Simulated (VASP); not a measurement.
# Mg5Te2 (P6/mmm) in VASP: notebook

Runs on Mg5Te2. Level: PBE. Tasks: single point.

Everything below comes from runs of VASP 6.6.1. Logs are shortened: lines on timing, memory, paths and dates and some standing lists are left out, and cuts for length are marked.

## 1. The cell of the first run

It takes space group P6/mmm (No. 191, hexagonal). The conventional cell has a = 5.356 Å, b = 5.356 Å, c = 8.663 Å, α = 90.00°, β = 90.00°, γ = 120.00°. Within 3.8 Å of Mg (site symmetry 3m) lie 1 Te at 2.87 Å and 7 Mg at 2.93 to 3.42 Å. Within 4.5 Å of Mg (site symmetry 6/mmm) lie 12 Mg at 3.42 Å. Within 3.8 Å of Te (site symmetry -6m2) lie 2 Mg at 2.87 Å and 3 Te at 3.09 Å.

## 2. Single point, PBE

Contents of INCAR:

```
SYSTEM = Mg5Te2
PREC = Accurate
ENCUT = 600
EDIFF = 1E-6
ISMEAR = 0
SIGMA = 0.2
LREAL = .FALSE.
LASPH = .TRUE.
NELM = 120
ALGO = Normal
ISIF = 2
LWAVE = .FALSE.
LCHARG = .FALSE.
GGA = PE
NBANDS = 20
GGA_COMPAT = .FALSE.
```

Contents of KPOINTS:

```
Automatic mesh
0
G
  4 4 2
  0 0 0
```

Contents of POSCAR:

```
Mg5Te2
1.0
    5.3556627316      0.0000000000      0.0000000000
   -2.6778313658      4.6381399797      0.0000000000
    0.0000000000      0.0000000000      8.6634540411
Mg Te
5 2
Direct
    0.3333333333      0.6666666667      0.3310753844
    0.3333333333      0.6666666667      0.6689246156
    0.6666666667      0.3333333333      0.6689246156
    0.6666666667      0.3333333333      0.3310753844
    0.0000000000      0.0000000000      0.5000000000
    0.3333333333      0.6666666667      0.0000000000
    0.6666666667      0.3333333333      0.0000000000
```

Potentials or basis: VASP PAW PBE potentials, release 64 (Mg, Te).

Run with:

```
> cat potpaw_PBE.64/Mg/POTCAR potpaw_PBE.64/Te/POTCAR > POTCAR
> mpirun -np 1 vasp_std > vasp.out
```

OUTCAR:

```text
SYSTEM = Mg5Te2
   PREC = Accurate
   ENCUT = 600
   EDIFF = 1E-6
   ISMEAR = 0
   LREAL = .FALSE.
   LASPH = .TRUE.
   NELM = 120
   ISIF = 2
   GGA = PE

 ion  position               nearest neighbor table
   1  0.333  0.667  0.331-   6 2.87   2 2.93   4 3.09   4 3.09   4 3.09   5 3.42   5 3.42   5 3.42

   2  0.333  0.667  0.669-   6 2.87   1 2.93   3 3.09   3 3.09   3 3.09   5 3.42   5 3.42   5 3.42

   3  0.667  0.333  0.669-   7 2.87   4 2.93   2 3.09   2 3.09   2 3.09   5 3.42   5 3.42   5 3.42

   4  0.667  0.333  0.331-   7 2.87   3 2.93   1 3.09   1 3.09   1 3.09   5 3.42   5 3.42   5 3.42

   5  0.000  0.000  0.500-   1 3.42   2 3.42   3 3.42   4 3.42   3 3.42   4 3.42   1 3.42   2 3.42
                             3 3.42   4 3.42   1 3.42   2 3.42
   6  0.333  0.667  0.000-   1 2.87   2 2.87   7 3.09   7 3.09   7 3.09
   7  0.667  0.333  0.000-   3 2.87   4 2.87   6 3.09   6 3.09   6 3.09

  LATTYP: Found a hexagonal cell.
 ALAT       =     5.3556627316
 C/A-ratio  =     1.6176250215

  Lattice vectors:

 A1 = (   5.3556627316,   0.0000000000,   0.0000000000)
 A2 = (  -2.6778313658,   4.6381399797,   0.0000000000)
 A3 = (   0.0000000000,   0.0000000000,   8.6634540411)

Analysis of symmetry for initial positions (statically):
=====================================================================
 Subroutine PRICEL returns:
 Original cell was already a primitive cell.

 Routine SETGRP: Setting up the symmetry group for a
 hexagonal supercell.

 Subroutine GETGRP returns: Found 24 space group operations
 (whereof 24 operations were pure point group operations)
 out of a pool of 24 trial point group operations.

The static configuration has the point symmetry D_6h.

Analysis of symmetry for dynamics (positions and initial velocities):
=====================================================================
 Subroutine PRICEL returns:
 Original cell was already a primitive cell.

 Routine SETGRP: Setting up the symmetry group for a
 hexagonal supercell.

 Subroutine GETGRP returns: Found 24 space group operations
 (whereof 24 operations were pure point group operations)
 out of a pool of 24 trial point group operations.

The dynamic configuration has the point symmetry D_6h.

 Subroutine INISYM returns: Found 24 space group operations
 (whereof 24 operations are pure point group operations),
 and found     1 'primitive' translations

----------------------------------------------------------------------------------------

                                     Primitive cell

  volume of cell :     215.2029

  direct lattice vectors                    reciprocal lattice vectors
     5.355662732  0.000000000  0.000000000     0.186718255  0.107801835  0.000000000
    -2.677831366  4.638139980  0.000000000     0.000000000  0.215603670  0.000000000
     0.000000000  0.000000000  8.663454041     0.000000000  0.000000000  0.115427403

  length of vectors
     5.355662732  5.355662732  8.663454041     0.215603670  0.215603670  0.115427403

  position of ions in fractional coordinates (direct lattice)
     0.333333333  0.666666667  0.331075384
     0.333333333  0.666666667  0.668924616
     0.666666667  0.333333333  0.668924616
     0.666666667  0.333333333  0.331075384
     0.000000000  0.000000000  0.500000000
     0.333333333  0.666666667  0.000000000
     0.666666667  0.333333333  0.000000000

  ion indices of the primitive-cell ions
   primitive index   ion index
                 1           1
                 2           2
                 3           3
                 4           4
                 5           5
                 6           6
                 7           7

----------------------------------------------------------------------------------------

 KPOINTS: Automatic mesh

Automatic generation of k-mesh.
 Grid dimensions read from file:
 generate k-points for:    4    4    2

 Generating k-lattice:

  Cartesian coordinates                     Fractional coordinates (reciprocal lattice)
     0.046679564  0.026950459  0.000000000     0.250000000  0.000000000  0.000000000
     0.000000000  0.053900917  0.000000000     0.000000000  0.250000000  0.000000000
     0.000000000  0.000000000  0.057713701     0.000000000  0.000000000  0.500000000

  Length of vectors
     0.053900917  0.053900917  0.057713701

  Shift w.r.t. Gamma in fractional coordinates (k-lattice)
     0.000000000  0.000000000  0.000000000

 Subroutine IBZKPT returns following result:
 ===========================================

 Found      8 irreducible k-points:

 Following reciprocal coordinates:
            Coordinates               Weight
  0.000000  0.000000  0.000000      1.000000
  0.250000 -0.000000  0.000000      6.000000
  0.500000 -0.000000  0.000000      3.000000
  0.250000  0.250000  0.000000      6.000000
  0.000000  0.000000  0.500000      1.000000
  0.250000 -0.000000  0.500000      6.000000
  0.500000 -0.000000  0.500000      3.000000
  0.250000  0.250000  0.500000      6.000000
   k-points           NKPTS =      8   k-points in BZ     NKDIM =      8   number of bands    NBANDS=     20
   number of dos      NEDOS =    301   number of ions     NIONS =      7
   total plane-waves  NPLWV = 161280
   dimension x,y,z NGX =    48 NGY =   48 NGZ =   70
   dimension x,y,z NGXF=    96 NGYF=   96 NGZF=  140
   ions per type =               5   2
   NGX,Y,Z   is equivalent  to a cutoff of  14.90, 14.90, 13.43 a.u.
   NGXF,Y,Z  is equivalent  to a cutoff of  29.80, 29.80, 26.87 a.u.
 SYSTEM =  Mg5Te2
   PREC   = accura    normal or accurate (medium, high low for compatibility)
   ISTART =      0    job   : 0-new  1-cont  2-samecut
   ICHARG =      2    charge: 1-file 2-atom 10-const
   ISPIN  =      1    spin polarized calculation?
   LNONCOLLINEAR =      F non collinear calculations
   LSORBIT =      F    spin-orbit coupling
   LASPH  =      T    aspherical Exc in radial PAW
   ENCUT  =  600.0 eV  44.10 Ry    6.64 a.u.  10.70 10.70 17.30*2*pi/ulx,y,z
   NELM   =    120;   NELMIN=  2; NELMDL= -5     # of ELM steps
   EDIFF  = 0.1E-05   stopping-criterion for ELM
   LREAL  =      F    real-space projection
[... 7 lines left out ...]
   TEBEG  =    0.0;   TEEND  =   0.0 temperature during run
   PSTRESS=    0.0 pullay stress
   NELECT =      22.0000    total number of electrons
   NUPDOWN=      -1.0000    fix difference up-down
   EMIN   =  10.00;   EMAX   =-10.00  energy-range for DOS
   EFERMI =   0.00;   METHOD = LEGACY
   ISMEAR =     0;   SIGMA  =   0.20  broadening in eV -4-tet -1-fermi 0-gaus
   EFERMI_NEDOS =   21; number of points for ismear=-14 and -15
   IALGO  =     38    algorithm
   IMIX   =      4    mixing-type and parameters
     AMIX     =   0.40;   BMIX     =  1.00
     AMIX_MAG =   1.60;   BMIX_MAG =  1.00
  volume/ion in A,a.u.               =      30.74       207.47
  Fermi-wavevector in a.u.,A,eV,Ry     =   0.765479  1.446545  7.972434  0.585957
  Thomas-Fermi vector in A             =   1.865608
   LORBIT       =      0    0 simple, 1 ext, 2 COOP (PROOUT), +10 PAW based schemes
   GGA     = PE    functional components
   LHFCALC =     F    Hartree Fock is set to
   AEXX    =    0.0000 exact exchange contribution
   IVDW    =     0    specifies the selected vdW correction
   LEPSILON=     F    determine dielectric tensor
   LRPA    =     F    only Hartree local field effects (RPA)
 non-spin polarized calculation
 Gauss-broadening in eV      SIGMA  =   0.20
  energy-cutoff  :      600.00
  volume of cell :      215.20
 maximum number of plane-waves:      7223
 NGX is ok and might be reduce to    48
   NGX = 21   NGY = 21   NGZ = 35

 number of electron      21.9999999 magnetization

 Free energy of the ion-electron system (eV)
  ---------------------------------------------------
  ext. energy  EPLUGINS =         0.00000000
  ---------------------------------------------------
  free energy    TOTEN  =       -12.65163323 eV

  energy without entropy =      -12.58827507  energy(sigma->0) =      -12.61995415

 E-fermi :   2.7803     XC(G=0):  -8.0077

 val. band max:        2.7728286383   @ k =   0.2500   0.2500   0.5000
 cond. band min:       2.8098710874   @ k =   0.5000  -0.0000   0.5000
 fundamental gap:      0.0370424491
 Fermi energy:         2.7802561411

 k-point     1 :       0.0000    0.0000    0.0000
  band No.  band energies     occupation
      1      -9.9286      2.00000
      2      -6.6840      2.00000
      3      -2.7359      2.00000
      4      -2.5383      2.00000
      5      -1.1211      2.00000
      6      -1.1211      2.00000
[... 12 lines left out ...]
     19       5.0449      0.00000
     20       6.3881      0.00000

 k-point     2 :       0.2500   -0.0000    0.0000
  band No.  band energies     occupation
      1      -9.6448      2.00000
      2      -7.3450      2.00000
      3      -2.3118      2.00000
      4      -2.2170      2.00000
      5      -1.4218      2.00000
      6      -0.5881      2.00000
[... 12 lines left out ...]
     19       6.3755      0.00000
     20       6.9927      0.00000

 k-point     3 :       0.5000   -0.0000    0.0000
  band No.  band energies     occupation
      1      -9.1334      2.00000
      2      -8.1666      2.00000
      3      -1.6577      2.00000
      4      -1.6162      2.00000
      5      -1.1981      2.00000
      6      -0.9598      2.00000
[... 12 lines left out ...]
     19       7.4400      0.00000
     20       8.0421      0.00000

 k-point     4 :       0.2500    0.2500    0.0000
  band No.  band energies     occupation
      1      -9.1395      2.00000
      2      -8.1540      2.00000
      3      -1.9674      2.00000
      4      -1.6474      2.00000
      5      -1.4459      2.00000
      6      -0.6042      2.00000
[... 12 lines left out ...]
     19       6.7891      0.00000
     20       6.8979      0.00000

 k-point     5 :       0.0000    0.0000    0.5000
  band No.  band energies     occupation
      1      -9.9272      2.00000
      2      -6.6835      2.00000
      3      -3.3380      2.00000
      4      -1.1422      2.00000
      5      -1.1171      2.00000
      6      -1.1171      2.00000
[... 12 lines left out ...]
     19       6.3948      0.00000
     20       6.5790      0.00000

 k-point     6 :       0.2500   -0.0000    0.5000
  band No.  band energies     occupation
      1      -9.6434      2.00000
      2      -7.3442      2.00000
      3      -2.9480      2.00000
      4      -1.4159      2.00000
      5      -0.8444      2.00000
      6      -0.5801      2.00000
[... 12 lines left out ...]
     19       6.2279      0.00000
     20       6.8023      0.00000

 k-point     7 :       0.5000   -0.0000    0.5000
  band No.  band energies     occupation
      1      -9.1323      2.00000
      2      -8.1656      2.00000
      3      -2.1115      2.00000
      4      -1.6509      2.00000
      5      -1.3585      2.00000
      6      -0.2972      2.00000
[... 12 lines left out ...]
     19       7.0827      0.00000
     20       7.8340      0.00000

 k-point     8 :       0.2500    0.2500    0.5000
  band No.  band energies     occupation
      1      -9.1384      2.00000
      2      -8.1531      2.00000
      3      -2.2258      2.00000
      4      -1.9324      2.00000
      5      -0.9749      2.00000
      6      -0.3214      2.00000
[... 12 lines left out ...]
     19       7.2059      0.00000
     20       7.3343      0.00000

------------------------ aborting loop because EDIFF is reached ----------------------------------------

  FORCE on cell =-STRESS in cart. coord.  units (eV):
  Direction    XX          YY          ZZ          XY          YZ          ZX
  --------------------------------------------------------------------------------------
  -------------------------------------------------------------------------------------
  Total       -0.0471105     -0.0471105      0.5384682      0.0000000      0.0000000      0.0000000
  in kB       -0.3507357     -0.3507357      4.0088751      0.0000000      0.0000000      0.0000000
  external PRESSURE =       1.1024679 kB  Pullay stress =       0.0000000 kB

 VOLUME and BASIS-vectors are now :
 -----------------------------------------------------------------------------
  energy-cutoff  :      600.00
  volume of cell :      215.20
      direct lattice vectors                 reciprocal lattice vectors
     5.355662732  0.000000000  0.000000000     0.186718255  0.107801835  0.000000000
    -2.677831366  4.638139980  0.000000000     0.000000000  0.215603670  0.000000000
     0.000000000  0.000000000  8.663454041     0.000000000  0.000000000  0.115427403

 POSITION                                       TOTAL-FORCE (eV/Angst)
 -----------------------------------------------------------------------------------
     -0.00000      3.09209      2.86826         0.000000      0.000000      0.084099
     -0.00000      3.09209      5.79520        -0.000000      0.000000     -0.084099
      2.67783      1.54605      5.79520        -0.000000     -0.000000     -0.084099
      2.67783      1.54605      2.86826         0.000000     -0.000000      0.084099
      0.00000      0.00000      4.33173        -0.000000      0.000000      0.000000
     -0.00000      3.09209      0.00000        -0.000000      0.000000      0.000000
      2.67783      1.54605      0.00000         0.000000     -0.000000      0.000000
 -----------------------------------------------------------------------------------
    total drift:                               -0.000000      0.000000      0.000000

  FREE ENERGIE OF THE ION-ELECTRON SYSTEM (eV)
  ---------------------------------------------------
  free  energy   TOTEN  =       -12.6516332260 eV

  energy  without entropy=      -12.5882750705  energy(sigma->0) =      -12.61995415
```

Run time: 98 s. Hardware: 1 thread of Intel Xeon 8259CL, shared host; peak memory 0.39 GiB.

Results:

- Free energy: -12.6516 eV
- Pressure: 0.1 GPa
- Largest force: 0.084 eV/Å
- Band gap on the k mesh: zero (band 11 reaches 3.48 eV, above the bottom of band 12 at 2.77 eV)

Forces in eV/Å, atoms in the order of the input:
```
Mg   0.000  0.000  0.084
Mg   0.000  0.000 -0.084
Mg   0.000  0.000 -0.084
Mg   0.000  0.000  0.084
Mg   0.000  0.000  0.000
Te   0.000  0.000  0.000
Te   0.000  0.000  0.000
```

Caveat: the k points lie up to 0.36 Å⁻¹ apart; spin-orbit coupling is left out, which moves the levels of the heavy elements.

(Continued in part 2 of 2.)
